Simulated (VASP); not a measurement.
# Bi2Te3 (P-1) in VASP: single point with PBEsol

Aim: the single point of Bi2Te3 with PBEsol.

Program: VASP 6.6.1. These are calculated values, not measurements. Logs are shortened: lines on timing, memory, paths and dates and some standing lists are left out, and cuts for length are marked.

## 1. The cell of the first run

The typed cell holds 5 atoms: a = 10.513 Å, b = 10.465 Å, c = 10.452 Å, α = 24.10°, β = 24.26°, γ = 24.14°.

## 2. Single point, PBEsol (equal xy, yz and zx shear strains of +1 %)

File INCAR:

```
SYSTEM = Bi2Te3
PREC = Accurate
ENCUT = 520
EDIFF = 1E-7
ISMEAR = -1
SIGMA = 0.08
LREAL = .False.
LASPH = .True.
NELM = 60
ALGO = Normal
ISIF = 2
LWAVE = .False.
LCHARG = .False.
GGA = PS
NBANDS = 32
```

File KPOINTS:

```
Automatic mesh
0
Gamma
  7 7 7
  0 0 0
```

File POSCAR:

```
Bi2Te3
1.0
    2.2501595557      1.3279228155     10.1829656501
   -2.1358415611      1.3059928099     10.1610356445
    0.0381670554     -2.4814305754     10.1530087054
Bi Te
2 3
Direct
    0.4000000000      0.4000000000      0.4000000000
    0.6000000000      0.6000000000      0.6000000000
    0.0000000000      0.0000000000      0.0000000000
    0.2095000000      0.2095000000      0.2095000000
    0.7905000000      0.7905000000      0.7905000000
```

Potentials or basis: VASP PAW PBE potentials, release 64 (Bi_d, Te).

The run is started by

```bash
cat potpaw_PBE.64/Bi_d/POTCAR potpaw_PBE.64/Te/POTCAR > POTCAR
mpirun -np 1 vasp_std > vasp.out
```

OUTCAR:

```text
SYSTEM = Bi2Te3
   PREC = Accurate
   ENCUT = 520
   EDIFF = 1E-7
   ISMEAR = -1
   LREAL = .False.
   LASPH = .True.
   NELM = 60
   ISIF = 2
   GGA = PS

 ion  position               nearest neighbor table
   1  0.400  0.400  0.400-   5 3.06   5 3.07   5 3.09   3 3.23   3 3.24   3 3.26
   2  0.600  0.600  0.600-   4 3.06   4 3.07   4 3.09   3 3.23   3 3.24   3 3.26
   3  0.000  0.000  0.000-   2 3.23   1 3.23   1 3.24   2 3.24   2 3.26   1 3.26
   4  0.209  0.209  0.209-   2 3.06   2 3.07   2 3.09   5 3.62   5 3.64   5 3.66
   5  0.791  0.791  0.791-   1 3.06   1 3.07   1 3.09   4 3.62   4 3.64   4 3.66

  LATTYP: Found a triclinic cell.
 ALAT       =     4.3670303177
 B/A-ratio  =     1.0043692043
 C/A-ratio  =     2.3933691463
 COS(alpha) =     0.0073214362
 COS(beta)  =     0.2059359528
 COS(gamma) =     0.4934652004

  Lattice vectors:

 A1 = (   2.1740086165,  -3.7874233853,  -0.0080269391)
 A2 = (   4.3860011168,   0.0219300056,   0.0219300056)
 A3 = (   0.0381670554,  -2.4814305754,  10.1530087054)

Analysis of symmetry for initial positions (statically):
=====================================================================
 Subroutine PRICEL returns:
 Original cell was already a primitive cell.

 Routine SETGRP: Setting up the symmetry group for a
 triclinic supercell.

 Subroutine GETGRP returns: Found  2 space group operations
 (whereof  2 operations were pure point group operations)
 out of a pool of  2 trial point group operations.

The static configuration has the point symmetry S_2 .

Analysis of symmetry for dynamics (positions and initial velocities):
=====================================================================
 Subroutine PRICEL returns:
 Original cell was already a primitive cell.

 Routine SETGRP: Setting up the symmetry group for a
 triclinic supercell.

 Subroutine GETGRP returns: Found  2 space group operations
 (whereof  2 operations were pure point group operations)
 out of a pool of  2 trial point group operations.

The dynamic configuration has the point symmetry S_2 .

 Subroutine INISYM returns: Found  2 space group operations
 (whereof  2 operations are pure point group operations),
 and found     1 'primitive' translations

----------------------------------------------------------------------------------------

                                     Primitive cell

  volume of cell :     169.3447

  direct lattice vectors                    reciprocal lattice vectors
     2.250159556  1.327922816 10.182965650     0.227191387  0.130343806  0.031002424
    -2.135841561  1.305992810 10.161035645    -0.228827537  0.132612557  0.033271175
     0.038167055 -2.481430575 10.153008705     0.001146721 -0.263445791  0.034101595

  length of vectors
    10.512820100 10.464897599 10.451915623     0.263754780  0.266561630  0.265646228

  position of ions in fractional coordinates (direct lattice)
     0.400000000  0.400000000  0.400000000
     0.600000000  0.600000000  0.600000000
     0.000000000  0.000000000  0.000000000
     0.209500000  0.209500000  0.209500000
     0.790500000  0.790500000  0.790500000

  ion indices of the primitive-cell ions
   primitive index   ion index
                 1           1
                 2           2
                 3           3
                 4           4
                 5           5

----------------------------------------------------------------------------------------

 KPOINTS: Automatic mesh

Automatic generation of k-mesh.
 Grid dimensions read from file:
 generate k-points for:    7    7    7

 Generating k-lattice:

  Cartesian coordinates                     Fractional coordinates (reciprocal lattice)
     0.032455912  0.018620544  0.004428918     0.142857143  0.000000000  0.000000000
    -0.032689648  0.018944651  0.004753025    -0.000000000  0.142857143  0.000000000
     0.000163817 -0.037635113  0.004871656    -0.000000000  0.000000000  0.142857143

  Length of vectors
     0.037679254  0.038080233  0.037949461

  Shift w.r.t. Gamma in fractional coordinates (k-lattice)
     0.000000000  0.000000000  0.000000000

 Subroutine IBZKPT returns following result:
 ===========================================

 Found    172 irreducible k-points:

 Following reciprocal coordinates:
            Coordinates               Weight
  0.000000  0.000000  0.000000      1.000000
  0.142857  0.000000 -0.000000      2.000000
  0.285714  0.000000  0.000000      2.000000
  0.428571  0.000000 -0.000000      2.000000
  0.000000  0.142857 -0.000000      2.000000
  0.142857  0.142857 -0.000000      2.000000
[... 16 lines left out ...]
 -0.428571  0.428571  0.000000      2.000000
 -0.285714  0.428571 -0.000000      2.000000
 [... further k-points ...]
   k-points           NKPTS =    172   k-points in BZ     NKDIM =    172   number of bands    NBANDS=     32
   number of dos      NEDOS =    301   number of ions     NIONS =      5
   total plane-waves  NPLWV = 512000
   dimension x,y,z NGX =    80 NGY =   80 NGZ =   80
   dimension x,y,z NGXF=   160 NGYF=  160 NGZF=  160
   ions per type =               2   3
   NGX,Y,Z   is equivalent  to a cutoff of  12.65, 12.71, 12.72 a.u.
   NGXF,Y,Z  is equivalent  to a cutoff of  25.30, 25.42, 25.45 a.u.
 SYSTEM =  Bi2Te3
   PREC   = accura    normal or accurate (medium, high low for compatibility)
   ISTART =      0    job   : 0-new  1-cont  2-samecut
   ICHARG =      2    charge: 1-file 2-atom 10-const
   ISPIN  =      1    spin polarized calculation?
   LNONCOLLINEAR =      F non collinear calculations
   LSORBIT =      F    spin-orbit coupling
   LASPH  =      T    aspherical Exc in radial PAW
   ENCUT  =  520.0 eV  38.22 Ry    6.18 a.u.  19.55 19.46 19.43*2*pi/ulx,y,z
   NELM   =     60;   NELMIN=  2; NELMDL= -5     # of ELM steps
   EDIFF  = 0.1E-06   stopping-criterion for ELM
   LREAL  =      F    real-space projection
   EDIFFG = 0.1E-05   stopping-criterion for IOM
   NSW    =      0    number of steps for IOM
   IBRION =     -1    ionic relax: 0-MD 1-quasi-New 2-CG
   NFREE  =      0    steps in history (QN), initial steepest desc. (CG)
   ISIF   =      2    stress and relaxation
   ISYM   =      2    0-nonsym 1-usesym 2-fastsym
   POTIM  = 0.5000    time-step for ionic-motion
   TEBEG  =    0.0;   TEEND  =   0.0 temperature during run
   PSTRESS=    0.0 pullay stress
   NELECT =      48.0000    total number of electrons
   NUPDOWN=      -1.0000    fix difference up-down
   EMIN   =  10.00;   EMAX   =-10.00  energy-range for DOS
   EFERMI =   0.00;   METHOD = LEGACY
   ISMEAR =    -1;   SIGMA  =   0.08  broadening in eV -4-tet -1-fermi 0-gaus
   EFERMI_NEDOS =   21; number of points for ismear=-14 and -15
   IALGO  =     38    algorithm
   IMIX   =      4    mixing-type and parameters
     AMIX     =   0.40;   BMIX     =  1.00
     AMIX_MAG =   1.60;   BMIX_MAG =  1.00
  volume/ion in A,a.u.               =      33.87       228.56
  Fermi-wavevector in a.u.,A,eV,Ry     =   1.075387  2.032186 15.734549  1.156457
  Thomas-Fermi vector in A             =   2.211242
   LORBIT       =      0    0 simple, 1 ext, 2 COOP (PROOUT), +10 PAW based schemes
   GGA     = PS    functional components
   LHFCALC =     F    Hartree Fock is set to
   AEXX    =    0.0000 exact exchange contribution
   IVDW    =     0    specifies the selected vdW correction
   LEPSILON=     F    determine dielectric tensor
   LRPA    =     F    only Hartree local field effects (RPA)
 non-spin polarized calculation
  energy-cutoff  :      520.00
  volume of cell :      169.34
 maximum number of plane-waves:      4580
 NGX is ok and might be reduce to    80
   NGX = 39   NGY = 39   NGZ = 39

 number of electron      48.0000004 magnetization

 Free energy of the ion-electron system (eV)
  ---------------------------------------------------
  ext. energy  EPLUGINS =         0.00000000
  ---------------------------------------------------
  free energy    TOTEN  =       -20.28876735 eV

  energy without entropy =      -20.28701880  energy(sigma->0) =      -20.28789308

 E-fermi :   6.1916     XC(G=0):  -9.4923

 val. band max:        6.0669681468   @ k =   0.0000   0.0000   0.0000
 cond. band min:       6.2904584975   @ k =   0.0000   0.0000   0.0000
 fundamental gap:      0.2234903508
 Fermi energy:         6.1915726916

 k-point     1 :       0.0000    0.0000    0.0000
  band No.  band energies     occupation
      1     -17.0487      2.00000
      2     -17.0475      2.00000
      3     -17.0473      2.00000
      4     -17.0460      2.00000
      5     -17.0387      2.00000
      6     -17.0374      2.00000
[... 24 lines left out ...]
     31      10.8238      0.00000
     32      11.3272      0.00000

 k-point     2 :       0.1429    0.0000   -0.0000
  band No.  band energies     occupation
      1     -17.0498      2.00000
      2     -17.0482      2.00000
      3     -17.0462      2.00000
      4     -17.0449      2.00000
      5     -17.0381      2.00000
      6     -17.0366      2.00000
[... 24 lines left out ...]
     31      10.2936      0.00000
     32      10.9520      0.00000

 k-point     3 :       0.2857    0.0000    0.0000
  band No.  band energies     occupation
      1     -17.0539      2.00000
      2     -17.0517      2.00000
      3     -17.0438      2.00000
      4     -17.0420      2.00000
      5     -17.0400      2.00000
      6     -17.0376      2.00000
[... 24 lines left out ...]
     31      10.1819      0.00000
     32      11.3854      0.00000

 k-point     4 :       0.4286    0.0000   -0.0000
  band No.  band energies     occupation
      1     -17.0577      2.00000
      2     -17.0550      2.00000
      3     -17.0432      2.00000
      4     -17.0417      2.00000
      5     -17.0407      2.00000
      6     -17.0392      2.00000
[... 24 lines left out ...]
     31       9.9190      0.00000
     32      10.8382      0.00000

 k-point     5 :       0.0000    0.1429   -0.0000
  band No.  band energies     occupation
      1     -17.0493      2.00000
      2     -17.0477      2.00000
      3     -17.0464      2.00000
      4     -17.0450      2.00000
      5     -17.0377      2.00000
      6     -17.0366      2.00000
[... 584 lines left out ...]
     31       9.9463      0.00000
     32      11.3289      0.00000

 k-point    22 :       0.4286    0.4286   -0.0000
  band No.  band energies     occupation
      1     -17.0586      2.00000
      2     -17.0559      2.00000
      3     -17.0419      2.00000
      4     -17.0392      2.00000
      5     -17.0390      2.00000
      6     -17.0371      2.00000
[... 24 lines left out ...]
     31      10.6469      0.00000
     32      11.6302      0.00000

 k-point    23 :      -0.4286    0.4286    0.0000
  band No.  band energies     occupation
      1     -17.0571      2.00000
      2     -17.0546      2.00000
      3     -17.0437      2.00000
      4     -17.0406      2.00000
      5     -17.0376      2.00000
      6     -17.0360      2.00000
[... 24 lines left out ...]
     31      10.8564      0.00000
     32      12.0547      0.00000

 k-point    24 :      -0.2857    0.4286   -0.0000
  band No.  band energies     occupation
      1     -17.0532      2.00000
      2     -17.0522      2.00000
      3     -17.0466      2.00000
      4     -17.0434      2.00000
      5     -17.0353      2.00000
      6     -17.0343      2.00000
[... 24 lines left out ...]
     31      10.9421      0.00000
     32      11.3886      0.00000

 [... further k-points ...]
[... 5 lines left out ...]
  --------------------------------------------------------------------------------------
  -------------------------------------------------------------------------------------
  Total       -0.2227852     -0.7712868     -0.8191228     -0.0592599     -0.5619495     -0.2941855
  in kB       -2.1077796     -7.2971758     -7.7497544     -0.5606603     -5.3166271     -2.7833009
  external PRESSURE =      -5.7182366 kB  Pullay stress =       0.0000000 kB

 VOLUME and BASIS-vectors are now :
 -----------------------------------------------------------------------------
  energy-cutoff  :      520.00
  volume of cell :      169.34
      direct lattice vectors                 reciprocal lattice vectors
     2.250159556  1.327922816 10.182965650     0.227191387  0.130343806  0.031002424
    -2.135841561  1.305992810 10.161035645    -0.228827537  0.132612557  0.033271175
     0.038167055 -2.481430575 10.153008705     0.001146721 -0.263445791  0.034101595

 POSITION                                       TOTAL-FORCE (eV/Angst)
 -----------------------------------------------------------------------------------
      0.06099      0.06099     12.19880         0.013898      0.026425      0.035135
      0.09149      0.09149     18.29821        -0.013898     -0.026425     -0.035135
      0.00000      0.00000      0.00000        -0.000000      0.000000      0.000000
      0.03195      0.03195      6.38912         0.034152      0.065084      0.096821
      0.12054      0.12054     24.10789        -0.034152     -0.065084     -0.096821
 -----------------------------------------------------------------------------------
    total drift:                               -0.000000     -0.000000     -0.000000

  FREE ENERGIE OF THE ION-ELECTRON SYSTEM (eV)
  ---------------------------------------------------
  free  energy   TOTEN  =       -20.2887673539 eV

  energy  without entropy=      -20.2870187986  energy(sigma->0) =      -20.28789308
```

It took 1.9 h on 1 thread of Oxide Virtual Turin-like, shared host; peak memory 1.4 GiB.

Results:

- Free energy: -20.2888 eV
- Pressure: -0.6 GPa
- Largest force: 0.122 eV/Å
- Band gap on the k mesh: 0.22 eV

Forces on the atoms (eV/Å):
```
Bi   0.014  0.026  0.035
Bi  -0.014 -0.026 -0.035
Te   0.000  0.000  0.000
Te   0.034  0.065  0.097
Te  -0.034 -0.065 -0.097
```

Levels at points of the mesh, in eV from the valence-band top:
```
           k point  band 20  band 21  band 22  band 23  band 24  band 25  band 26  band 27  band 28  band 29
(0.00, 0.00, 0.00)    -1.65    -1.64    -0.87    -0.84     0.00     0.22     0.61     0.66     1.91     2.06
```

Caveat: the cell differs from its parent crystal (equal xy, yz and zx shear strains of +1 %); the PAW data sets were made with another functional, which shifts forces and pressure a little; spin-orbit coupling is left out, which moves the levels of the heavy elements. A k mesh can miss the band edges.
